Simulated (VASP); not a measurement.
Runs of VASP 6.6.1 on CdTe. The structure is that of space group F-43m (No. 216), or close to it. The cells are those of the table. 

```csv
level,cell,k mesh,grid for exact exchange (PRECFOCK),share of exact exchange,screening parameter,gap on the mesh (eV),pressure (GPa)
PBE,"a = 4.831 Å, angles 60.0°, 2 atoms",10 × 10 × 10,-,-,-,0.31,(c)
HSE06,"a = 4.680 Å, angles 60.0°, 2 atoms",4 × 4 × 4,Normal,0.25,0.2079 1/Å,1.36,(b)
PBE,"a = 4.680, b = 4.633, c = 4.633 Å, angles 60.7, 59.7, 59.7°, 2 atoms",10 × 10 × 10,-,-,-,0.60,(a)
r2SCAN,"a = 4.680 Å, angles 60.0°, 2 atoms",10 × 10 × 10,-,-,-,1.07,-1.0
PBE,"a = 4.680 Å, angles 60.0°, 2 atoms",10 × 10 × 10,-,-,-,0.58,0.1
```

Alike in all rows: task single point; potentials or basis VASP PAW PBE potentials, release 64 (Cd, Te); no spin polarisation; cutoff (eV) 520; smearing gaussian 0.05 eV.

Question: Estimate the missing entries.

Answer: (a) 0.9; (b) -0.8; (c) -2.6.

Caveats: spin-orbit coupling is left out, which moves the levels of the heavy elements; semilocal functionals underestimate gaps, and a narrow one can read as zero (at least some runs); the PAW data sets were made with another functional, which shifts forces and pressure a little (at least some runs).

A k mesh can miss the band edges, and the runs leave out spin-orbit coupling on Cd, Te.
